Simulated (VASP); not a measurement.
# Ta (Im-3m) in VASP: notebook

Ta is run at these levels: PBE; tasks: single point, relaxation of cell and atoms.

All numbers are computed with VASP 6.6.1; they aren't measurements. Logs are shortened: lines on timing, memory, paths and dates and some standing lists are left out, and cuts for length are marked.

## (1) The cell of the first run

The structure is cubic, space group Im-3m (No. 229). Conventional cell: a = 3.319 Å, b = 3.319 Å, c = 3.319 Å, α = 90.00°, β = 90.00°, γ = 90.00°. Ta (site symmetry m-3m) has 14 Ta at 2.87 to 3.32 Å within 3.8 Å.

## (2) Single point, PBE

INCAR

```
ALGO     = Normal         # electronic algorithm
EDIFF    = 1E-6           # SCF threshold, eV
ENCUT    = 520            # plane-wave cutoff, eV
GGA      = PE             # functional
ISIF     = 2              # what is computed and relaxed
ISMEAR   = 0              # smearing method
LASPH    = T              # aspherical terms in the spheres
LCHARG   = F              # write CHGCAR
LREAL    = F              # projectors in reciprocal space
LWAVE    = F              # write WAVECAR
NBANDS   = 12             # bands
NELM     = 80             # most SCF steps
PREC     = Accurate       # precision mode
SIGMA    = 0.05           # smearing width, eV
```

KPOINTS

```
k-points
0
Gamma
  14 14 14
```

POSCAR

```
Ta
1.0
   -1.6594539133      1.6594539133      1.6594539133
    1.6594539133     -1.6594539133      1.6594539133
    1.6594539133      1.6594539133     -1.6594539133
Ta
1
Direct
    0.0000000000      0.0000000000      0.0000000000
```

Potentials or basis: VASP PAW PBE potentials, release 64 (Ta_pv).

Command:

```sh
$ cat potpaw_PBE.64/Ta_pv/POTCAR > POTCAR
$ mpirun -np 1 vasp_std > vasp.out
```

OUTCAR:

```text
EDIFF = 1E-6
   ENCUT = 520
   GGA = PE
   ISIF = 2
   ISMEAR = 0
   LASPH = T
   LREAL = F
   NELM = 80
   PREC = Accurate

 ion  position               nearest neighbor table
   1  0.000  0.000  0.000-

  LATTYP: Found a body centered cubic cell.
 ALAT       =     3.3189078266

  Lattice vectors:

 A1 = (  -1.6594539133,   1.6594539133,   1.6594539133)
 A2 = (   1.6594539133,  -1.6594539133,   1.6594539133)
 A3 = (   1.6594539133,   1.6594539133,  -1.6594539133)

Analysis of symmetry for initial positions (statically):
=====================================================================
 Subroutine PRICEL returns:
 Original cell was already a primitive cell.

 Routine SETGRP: Setting up the symmetry group for a
 body centered cubic supercell.

 Subroutine GETGRP returns: Found 48 space group operations
 (whereof 48 operations were pure point group operations)
 out of a pool of 48 trial point group operations.

The static configuration has the point symmetry O_h .

Analysis of symmetry for dynamics (positions and initial velocities):
=====================================================================
 Subroutine PRICEL returns:
 Original cell was already a primitive cell.

 Routine SETGRP: Setting up the symmetry group for a
 body centered cubic supercell.

 Subroutine GETGRP returns: Found 48 space group operations
 (whereof 48 operations were pure point group operations)
 out of a pool of 48 trial point group operations.

The dynamic configuration has the point symmetry O_h .

 Subroutine INISYM returns: Found 48 space group operations
 (whereof 48 operations are pure point group operations),
 and found     1 'primitive' translations

----------------------------------------------------------------------------------------

                                     Primitive cell

  volume of cell :      18.2791

  direct lattice vectors                    reciprocal lattice vectors
    -1.659453913  1.659453913  1.659453913     0.000000000  0.301303939  0.301303939
     1.659453913 -1.659453913  1.659453913     0.301303939  0.000000000  0.301303939
     1.659453913  1.659453913 -1.659453913     0.301303939  0.301303939  0.000000000

  length of vectors
     2.874258491  2.874258491  2.874258491     0.426108116  0.426108116  0.426108116

  position of ions in fractional coordinates (direct lattice)
     0.000000000  0.000000000  0.000000000

  ion indices of the primitive-cell ions
   primitive index   ion index
                 1           1

----------------------------------------------------------------------------------------

 KPOINTS: k-points

Automatic generation of k-mesh.
 Grid dimensions read from file:
 generate k-points for:   14   14   14

 Generating k-lattice:

  Cartesian coordinates                     Fractional coordinates (reciprocal lattice)
     0.000000000  0.021521710  0.021521710     0.071428571  0.000000000  0.000000000
     0.021521710  0.000000000  0.021521710     0.000000000  0.071428571  0.000000000
     0.021521710  0.021521710  0.000000000     0.000000000  0.000000000  0.071428571

  Length of vectors
     0.030436294  0.030436294  0.030436294

  Shift w.r.t. Gamma in fractional coordinates (k-lattice)
     0.000000000  0.000000000  0.000000000

 Subroutine IBZKPT returns following result:
 ===========================================

 Found    104 irreducible k-points:

 Following reciprocal coordinates:
            Coordinates               Weight
  0.000000  0.000000  0.000000      1.000000
  0.071429  0.000000  0.000000     12.000000
  0.142857  0.000000  0.000000     12.000000
  0.214286  0.000000  0.000000     12.000000
  0.285714  0.000000  0.000000     12.000000
  0.357143  0.000000  0.000000     12.000000
[... 16 lines left out ...]
  0.285714  0.285714  0.000000     24.000000
  0.357143  0.285714 -0.000000     24.000000
 [... further k-points ...]
   k-points           NKPTS =    104   k-points in BZ     NKDIM =    104   number of bands    NBANDS=     12
   number of dos      NEDOS =    301   number of ions     NIONS =      1
   total plane-waves  NPLWV =  13824
   dimension x,y,z NGX =    24 NGY =   24 NGZ =   24
   dimension x,y,z NGXF=    48 NGYF=   48 NGZF=   48
   ions per type =               1
   NGX,Y,Z   is equivalent  to a cutoff of  13.88, 13.88, 13.88 a.u.
   NGXF,Y,Z  is equivalent  to a cutoff of  27.76, 27.76, 27.76 a.u.
 SYSTEM =  unknown system
   PREC   = accura    normal or accurate (medium, high low for compatibility)
   ISTART =      0    job   : 0-new  1-cont  2-samecut
   ICHARG =      2    charge: 1-file 2-atom 10-const
   ISPIN  =      1    spin polarized calculation?
   LNONCOLLINEAR =      F non collinear calculations
   LSORBIT =      F    spin-orbit coupling
   LASPH  =      T    aspherical Exc in radial PAW
   ENCUT  =  520.0 eV  38.22 Ry    6.18 a.u.   5.34  5.34  5.34*2*pi/ulx,y,z
   NELM   =     80;   NELMIN=  2; NELMDL= -5     # of ELM steps
   EDIFF  = 0.1E-05   stopping-criterion for ELM
   LREAL  =      F    real-space projection
   EDIFFG = 0.1E-04   stopping-criterion for IOM
   NSW    =      0    number of steps for IOM
   IBRION =     -1    ionic relax: 0-MD 1-quasi-New 2-CG
   NFREE  =      0    steps in history (QN), initial steepest desc. (CG)
   ISIF   =      2    stress and relaxation
   ISYM   =      2    0-nonsym 1-usesym 2-fastsym
   POTIM  = 0.5000    time-step for ionic-motion
   TEBEG  =    0.0;   TEEND  =   0.0 temperature during run
   PSTRESS=    0.0 pullay stress
   NELECT =      11.0000    total number of electrons
   NUPDOWN=      -1.0000    fix difference up-down
   EMIN   =  10.00;   EMAX   =-10.00  energy-range for DOS
   EFERMI =   0.00;   METHOD = LEGACY
   ISMEAR =     0;   SIGMA  =   0.05  broadening in eV -4-tet -1-fermi 0-gaus
   EFERMI_NEDOS =   21; number of points for ismear=-14 and -15
   IALGO  =     38    algorithm
   IMIX   =      4    mixing-type and parameters
     AMIX     =   0.40;   BMIX     =  1.00
     AMIX_MAG =   1.60;   BMIX_MAG =  1.00
  volume/ion in A,a.u.               =      18.28       123.35
  Fermi-wavevector in a.u.,A,eV,Ry     =   1.382146  2.611877 25.991578  1.910327
  Thomas-Fermi vector in A             =   2.506864
   LORBIT       =      0    0 simple, 1 ext, 2 COOP (PROOUT), +10 PAW based schemes
   GGA     = PE    functional components
   LHFCALC =     F    Hartree Fock is set to
   AEXX    =    0.0000 exact exchange contribution
   IVDW    =     0    specifies the selected vdW correction
   LEPSILON=     F    determine dielectric tensor
   LRPA    =     F    only Hartree local field effects (RPA)
 non-spin polarized calculation
 Gauss-broadening in eV      SIGMA  =   0.05
  energy-cutoff  :      520.00
  volume of cell :       18.28
 maximum number of plane-waves:       531
 NGX is ok and might be reduce to    24
   NGX = 11   NGY = 11   NGZ = 11

 number of electron      11.0000001 magnetization

 Free energy of the ion-electron system (eV)
  ---------------------------------------------------
  ext. energy  EPLUGINS =         0.00000000
  ---------------------------------------------------
  free energy    TOTEN  =       -11.82001196 eV

  energy without entropy =      -11.81878729  energy(sigma->0) =      -11.81939962

 E-fermi :   5.3541     XC(G=0): -12.5431

 val. band max:        5.3369063849   @ k =  -0.3571   0.4286   0.1429
 cond. band min:       5.3626788222   @ k =   0.3571   0.1429   0.1429
 fundamental gap:      0.0257724373
 Fermi energy:         5.3540952361

 k-point     1 :       0.0000    0.0000    0.0000
  band No.  band energies     occupation
      1     -27.7643      2.00000
      2     -27.7643      2.00000
      3     -27.7643      2.00000
      4      -2.4920      2.00000
      5       6.1008      0.00000
      6       6.1008      0.00000
      7       6.1008      0.00000
      8       9.3220      0.00000
      9       9.3220      0.00000
     10      20.0128      0.00000
     11      20.3088      0.00000
     12      20.3088      0.00000

 k-point     2 :       0.0714    0.0000    0.0000
  band No.  band energies     occupation
      1     -27.8243      2.00000
      2     -27.7828      2.00000
      3     -27.7646      2.00000
      4      -2.2685      2.00000
      5       5.9564      0.00000
      6       6.0568      0.00000
      7       6.3199      0.00000
      8       9.0947      0.00000
      9       9.3231      0.00000
     10      20.0127      0.00000
     11      20.5068      0.00000
     12      20.7013      0.00000

 k-point     3 :       0.1429    0.0000    0.0000
  band No.  band energies     occupation
      1     -27.9896      2.00000
      2     -27.8344      2.00000
      3     -27.7654      2.00000
      4      -1.6360      2.00000
      5       5.5784      0.00000
      6       5.8521      0.00000
      7       6.9658      0.00000
      8       8.7248      0.00000
      9       9.3452      0.00000
     10      20.0122      0.00000
     11      20.9183      0.00000
     12      21.8176      0.00000
[... 286 lines left out ...]
 k-point    23 :       0.2857    0.2857    0.0000
  band No.  band energies     occupation
      1     -28.6649      2.00000
      2     -28.3681      2.00000
      3     -27.8983      2.00000
      4       2.7101      2.00000
      5       3.9895      2.00000
      6       4.7929      2.00000
      7       9.3041      0.00000
      8      10.0643      0.00000
      9      14.8932      0.00000
     10      15.1767      0.00000
     11      19.0014      0.00000
     12      20.0176      0.00000

 k-point    24 :       0.3571    0.2857   -0.0000
  band No.  band energies     occupation
      1     -28.6221      2.00000
      2     -28.4514      2.00000
      3     -27.9042      2.00000
      4       2.8557      2.00000
      5       4.1292      2.00000
      6       4.6603      2.00000
      7       9.5293      0.00000
      8      10.0893      0.00000
      9      14.1410      0.00000
     10      16.2684      0.00000
     11      18.0441      0.00000
     12      20.0173      0.00000

 [... further k-points ...]
[... 5 lines left out ...]
  --------------------------------------------------------------------------------------
  -------------------------------------------------------------------------------------
  Total        0.0073627      0.0073627      0.0073627      0.0000000      0.0000000      0.0000000
  in kB        0.6453415      0.6453415      0.6453415      0.0000000      0.0000000      0.0000000
  external PRESSURE =       0.6453415 kB  Pullay stress =       0.0000000 kB

 VOLUME and BASIS-vectors are now :
 -----------------------------------------------------------------------------
  energy-cutoff  :      520.00
  volume of cell :       18.28
      direct lattice vectors                 reciprocal lattice vectors
    -1.659453913  1.659453913  1.659453913     0.000000000  0.301303939  0.301303939
     1.659453913 -1.659453913  1.659453913     0.301303939  0.000000000  0.301303939
     1.659453913  1.659453913 -1.659453913     0.301303939  0.301303939  0.000000000

 POSITION                                       TOTAL-FORCE (eV/Angst)
 -----------------------------------------------------------------------------------
      0.00000      0.00000      0.00000        -0.000000     -0.000000      0.000000
 -----------------------------------------------------------------------------------
    total drift:                                0.000000      0.000000      0.000000

  FREE ENERGIE OF THE ION-ELECTRON SYSTEM (eV)
  ---------------------------------------------------
  free  energy   TOTEN  =       -11.8200119552 eV

  energy  without entropy=      -11.8187872881  energy(sigma->0) =      -11.81939962
```

Wall time 10 s (1 thread of Intel Xeon Platinum 8488C (Sapphire Rapids), shared host); peak memory 0.15 GiB.

What came out:

```yaml
Free_energy: -11.8200 eV
Pressure: 0.1 GPa
Band_gap_on_the_k_mesh: zero (an odd number of electrons rules out a gap without spin polarisation)
```

Caveat: spin-orbit coupling is left out, which moves the levels of the heavy elements.

(Part 1 of 2 ends here.)
